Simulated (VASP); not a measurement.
# AlAs (F-43m) in VASP: vibrations by perturbation theory with PBE

Aim: the vibrations by perturbation theory of AlAs with PBE.

Everything below comes from runs of VASP 6.6.1. Logs are shortened: lines on timing, memory, paths and dates and some standing lists are left out, and cuts for length are marked.

## (1) The cell of the first run

It takes space group F-43m (No. 216, cubic). Conventional cell: a = 5.164 Å, b = 5.164 Å, c = 5.164 Å, α = 90.00°, β = 90.00°, γ = 90.00°. Al (site symmetry -43m) has 4 As at 2.24 Å within 3.0 Å. Within 3.0 Å of As (site symmetry -43m) lie 4 Al at 2.24 Å.

## (2) Vibrations by perturbation theory, PBE

Input file INCAR:

```
ALGO = Normal
EDIFF = 1E-8
ENCUT = 500
GGA = PE
GGA_COMPAT = False
IBRION = 8
ISIF = 2
ISMEAR = 0
LASPH = True
LCHARG = False
LEPSILON = True
LREAL = False
LWAVE = False
NELM = 120
NSW = 1
PREC = Accurate
SIGMA = 0.01
```

Input file KPOINTS:

```
k-points
0
Gamma
  10 10 10
```

Input file POSCAR:

```
AlAs
1.0
    0.0000000000      2.5819686037      2.5819686037
    2.5819686037      0.0000000000      2.5819686037
    2.5819686037      2.5819686037      0.0000000000
Al As
1 1
Direct
    0.0000000000      0.0000000000      0.0000000000
    0.7500000000      0.7500000000      0.7500000000
```

Potentials or basis: VASP PAW PBE potentials, release 64 (Al, As).

Launch:

```console
$ cat potpaw_PBE.64/Al/POTCAR potpaw_PBE.64/As/POTCAR > POTCAR
$ mpirun -np 1 vasp_std > vasp.out
```

OUTCAR:

```text
EDIFF = 1E-8
   ENCUT = 500
   GGA = PE
   IBRION = 8
   ISIF = 2
   ISMEAR = 0
   LASPH = True
   LEPSILON = True
   LREAL = False
   NELM = 120
   NSW = 1
   PREC = Accurate

 ion  position               nearest neighbor table
   1  0.000  0.000  0.000-   2 2.24   2 2.24   2 2.24   2 2.24
   2  0.750  0.750  0.750-   1 2.24   1 2.24   1 2.24   1 2.24

  LATTYP: Found a face centered cubic cell.
 ALAT       =     5.1639372074

  Lattice vectors:

 A1 = (   0.0000000000,   2.5819686037,   2.5819686037)
 A2 = (   2.5819686037,   0.0000000000,   2.5819686037)
 A3 = (   2.5819686037,   2.5819686037,   0.0000000000)

Analysis of symmetry for initial positions (statically):
=====================================================================
 Subroutine PRICEL returns:
 Original cell was already a primitive cell.

 Routine SETGRP: Setting up the symmetry group for a
 face centered cubic supercell.

 Subroutine GETGRP returns: Found 24 space group operations
 (whereof 24 operations were pure point group operations)
 out of a pool of 48 trial point group operations.

The static configuration has the point symmetry T_d .

Analysis of symmetry for dynamics (positions and initial velocities):
=====================================================================
 Subroutine PRICEL returns:
 Original cell was already a primitive cell.

 Routine SETGRP: Setting up the symmetry group for a
 face centered cubic supercell.

 Subroutine GETGRP returns: Found 24 space group operations
 (whereof 24 operations were pure point group operations)
 out of a pool of 48 trial point group operations.

The dynamic configuration has the point symmetry T_d .

 Subroutine INISYM returns: Found 24 space group operations
 (whereof 24 operations are pure point group operations),
 and found     1 'primitive' translations

----------------------------------------------------------------------------------------

                                     Primitive cell

  volume of cell :      34.4257

  direct lattice vectors                    reciprocal lattice vectors
     0.000000000  2.581968604  2.581968604    -0.193650689  0.193650689  0.193650689
     2.581968604  0.000000000  2.581968604     0.193650689 -0.193650689  0.193650689
     2.581968604  2.581968604  0.000000000     0.193650689  0.193650689 -0.193650689

  length of vectors
     3.651455017  3.651455017  3.651455017     0.335412833  0.335412833  0.335412833

  position of ions in fractional coordinates (direct lattice)
     0.000000000  0.000000000  0.000000000
     0.750000000  0.750000000  0.750000000

  ion indices of the primitive-cell ions
   primitive index   ion index
                 1           1
                 2           2

----------------------------------------------------------------------------------------

 KPOINTS: k-points

Automatic generation of k-mesh.
 Grid dimensions read from file:
 generate k-points for:   10   10   10

 Generating k-lattice:

  Cartesian coordinates                     Fractional coordinates (reciprocal lattice)
    -0.019365069  0.019365069  0.019365069     0.100000000  0.000000000  0.000000000
     0.019365069 -0.019365069  0.019365069     0.000000000  0.100000000  0.000000000
     0.019365069  0.019365069 -0.019365069     0.000000000  0.000000000  0.100000000

  Length of vectors
     0.033541283  0.033541283  0.033541283

  Shift w.r.t. Gamma in fractional coordinates (k-lattice)
     0.000000000  0.000000000  0.000000000

 Subroutine IBZKPT returns following result:
 ===========================================

 Found     47 irreducible k-points:

 Following reciprocal coordinates:
            Coordinates               Weight
  0.000000  0.000000  0.000000      1.000000
  0.100000  0.000000  0.000000      8.000000
[... 367 lines left out ...]
  volume of cell :       34.43
      direct lattice vectors                 reciprocal lattice vectors
     0.000000000  2.581968604  2.581968604    -0.193650689  0.193650689  0.193650689
     2.581968604  0.000000000  2.581968604     0.193650689 -0.193650689  0.193650689
     2.581968604  2.581968604  0.000000000     0.193650689  0.193650689 -0.193650689

 POSITION                                       TOTAL-FORCE (eV/Angst)
 -----------------------------------------------------------------------------------
      0.00000      0.00000      0.00000        -0.000000      0.000000     -0.000000
      3.87295      3.87295      3.87295         0.000000      0.000000      0.000000
 -----------------------------------------------------------------------------------
    total drift:                               -0.000000     -0.000000     -0.000000

  FREE ENERGIE OF THE ION-ELECTRON SYSTEM (eV)
  ---------------------------------------------------
  free  energy   TOTEN  =        -8.1591147066 eV

  energy  without entropy=       -8.1591147066  energy(sigma->0) =       -8.15911471

 HEAD OF MICROSCOPIC STATIC DIELECTRIC TENSOR (INDEPENDENT PARTICLE, excluding Hartree and local field effects)
 ------------------------------------------------------
           9.453941     0.000000    -0.000000
           0.000000     9.453941     0.000000
          -0.000000     0.000000     9.453941
 ------------------------------------------------------

 Free energy of the ion-electron system (eV)
  ---------------------------------------------------
  ---------------------------------------------------
  free energy    TOTEN  =        -0.81553525 eV

  energy without entropy =       -0.81553525

------------------------ aborting loop because EDIFF is reached ----------------------------------------

--------------------------------------- Ionic step        2  -------------------------------------------

------------------------ aborting loop because EDIFF is reached ----------------------------------------

--------------------------------------- Ionic step        3  -------------------------------------------

------------------------ aborting loop because EDIFF is reached ----------------------------------------

 PIEZOELECTRIC TENSOR FIELD DIRECTION 3  (e Angst)
 -----------------------------------------------------------------------------
    -0.00097  1.31593  0.00000           (  0.00000 -0.03953  0.00000)
     1.31593 -0.00097  0.00000           ( -0.03953  0.00000  0.00000)
     0.00000  0.00000 -0.00024           (  0.00000  0.00000  0.00000)

 PIEZOELECTRIC TENSOR FIELD DIRECTION 3  (C/m^2)
 -----------------------------------------------------------------------------
    -0.00045  0.61243  0.00000
     0.61243 -0.00045  0.00000
     0.00000  0.00000 -0.00011

--------------------------------------- Ionic step        4  -------------------------------------------

------------------------ aborting loop because EDIFF is reached ----------------------------------------

[... ionic steps 5 to 6 ...]

--------------------------------------- Ionic step        7  -------------------------------------------

 Free energy of the ion-electron system (eV)
  ---------------------------------------------------
  ---------------------------------------------------
  free energy    TOTEN  =        -0.04643787 eV

  energy without entropy =       -0.04643787

------------------------ aborting loop because EDIFF is reached ----------------------------------------

 INTERNAL STRAIN TENSOR  FOR ION    2  DIRECTION 1   (eV/Angst):
 -----------------------------------------------------------------------------
    -0.00804  0.00000  0.00000
     0.00000  0.00568 22.61869
     0.00000 22.61869  0.00568

 MACROSCOPIC STATIC DIELECTRIC TENSOR (including local field effects in DFT)
 ------------------------------------------------------
           8.888884    -0.000000    -0.000000
          -0.000000     8.888884    -0.000000
           0.000000     0.000000     8.888884
 ------------------------------------------------------

 PIEZOELECTRIC TENSOR (including local field effects)  for field in x, y, z        (e  Angst)
          XX          YY          ZZ          XY          YZ          ZX
  --------------------------------------------------------------------------------
  x     0.00000     0.00000    -0.00000     0.00000     1.31805     0.00000
  y     0.00000     0.00000     0.00000     0.00000     0.00000     1.31805
  z    -0.00000     0.00000     0.00000     1.31805     0.00000     0.00000

 PIEZOELECTRIC TENSOR (including local field effects)  for field in x, y, z        (C/m^2)
          XX          YY          ZZ          XY          YZ          ZX
  --------------------------------------------------------------------------------
  x     0.00000     0.00000    -0.00000     0.00000     0.61342     0.00000
  y     0.00000     0.00000     0.00000     0.00000     0.00000     0.61342
  z    -0.00000     0.00000     0.00000     0.61342     0.00000     0.00000

 BORN EFFECTIVE CHARGES (including local field effects) (in |e|, cummulative output)
 ---------------------------------------------------------------------------------
 ion    1
    1     1.95409     0.00000    -0.00000
    2     0.00000     1.95409     0.00000
    3    -0.00000    -0.00000     1.95409
 ion    2
    1    -1.95409    -0.00000     0.00000
    2     0.00000    -1.95409     0.00000
    3     0.00000     0.00000    -1.95409

 INTERNAL STRAIN TENSOR FOR ION    2 for displacements in x,y,z  (eV/Angst):
          X           Y           Z          XY          YZ          ZX
  --------------------------------------------------------------------------------
  x    -0.00000     0.00000     0.00000     0.00000    22.61869     0.00000
  y    -0.00000    -0.00000    -0.00000     0.00000     0.00000    22.61869
  z     0.00000     0.00000    -0.00000    22.61869     0.00000     0.00000

 SECOND DERIVATIVES (NOT SYMMETRIZED)
 ------------------------------------
               1X          1Y          1Z          2X          2Y          2Z
  1X   -17.587841    0.000000    0.000000   17.587841    0.000000    0.000000
  1Y     0.000000  -17.587841    0.000000    0.000000   17.587841    0.000000
  1Z     0.000000    0.000000  -17.587841    0.000000    0.000000   17.587841
  2X    17.586066    0.000000    0.000000  -17.586066    0.000000    0.000000
  2Y     0.000000   17.586066    0.000000    0.000000  -17.586066    0.000000
  2Z     0.000000    0.000000   17.586066    0.000000    0.000000  -17.586066

 Eigenvectors and eigenvalues of the dynamical matrix
 ----------------------------------------------------

   1 f  =   14.720107 THz    92.489161 2PiTHz  491.009920 cm-1    60.877444 meV
             X         Y         Z           dx          dy          dz
      0.000000  0.000000  0.000000    -0.816866   -0.260726    0.000000
      3.872953  3.872953  3.872953     0.490177    0.156454    0.000000
[... 21 lines left out ...]
   6 f/i=    0.000328 THz     0.002058 2PiTHz    0.010928 cm-1     0.001355 meV
             X         Y         Z           dx          dy          dz
      0.000000  0.000000  0.000000     0.021664    0.514084    0.000000
      3.872953  3.872953  3.872953     0.036102    0.856706    0.000000

--------------------------------------------------------------------------------------------------------

 MACROSCOPIC STATIC DIELECTRIC TENSOR IONIC CONTRIBUTION
 ------------------------------------------------------
           1.141257     0.000000    -0.000000
           0.000000     1.141257    -0.000000
          -0.000000    -0.000000     1.141257
 ------------------------------------------------------

 ELASTIC MODULI CONTR FROM IONIC RELAXATION (kBar)
 Direction    XX          YY          ZZ          XY          YZ          ZX
 --------------------------------------------------------------------------------
 XX          -0.0000      0.0000      0.0000     -0.0000      0.0000      0.0000
 YY           0.0000     -0.0000     -0.0000     -0.0000     -0.0000      0.0000
 ZZ           0.0000     -0.0000     -0.0000      0.0000     -0.0000      0.0000
 XY          -0.0000     -0.0000      0.0000  -1344.2853      0.0000      0.0000
 YZ           0.0000     -0.0000     -0.0000      0.0000  -1344.2853      0.0000
 ZX           0.0000      0.0000      0.0000      0.0000      0.0000  -1344.2853
 --------------------------------------------------------------------------------

 PIEZOELECTRIC TENSOR IONIC CONTR  for field in x, y, z        (C/m^2)
          XX          YY          ZZ          XY          YZ          ZX
  --------------------------------------------------------------------------------
  x     0.00000    -0.00000    -0.00000     0.00000    -1.16549    -0.00000
  y     0.00000     0.00000     0.00000     0.00000     0.00000    -1.16549
  z    -0.00000    -0.00000     0.00000    -1.16549     0.00000     0.00000
```

Wall time 8.3 min (1 thread of AMD EPYC 7R13, shared host); peak memory 0.27 GiB.

What came out:

```yaml
Electronic_dielectric_tensor_diagonal: 8.89
Born_charges_mean_of_the_diagonal: Al +1.95; As -1.95 e
Highest_phonon_frequency_at_Γ_LO-TO_splitting_left_out: 491 cm⁻¹
```

Phonon frequencies in cm⁻¹ (negative: imaginary):
| q point | frequencies |
| --- | --- |
| (0.000, 0.000, 0.000) | 0 0 0 491 491 491 |

Electronic dielectric tensor:
```
8.89 0.00 0.00
0.00 8.89 0.00
0.00 0.00 8.89
```

Born effective charge tensors (e):
atom 1, Al
```
1.95 0.00 0.00
0.00 1.95 0.00
0.00 0.00 1.95
```
atom 2, As
```
-1.95  0.00  0.00
 0.00 -1.95  0.00
 0.00  0.00 -1.95
```

Caveat: the cell stands under pressure or tension, which shifts response properties.
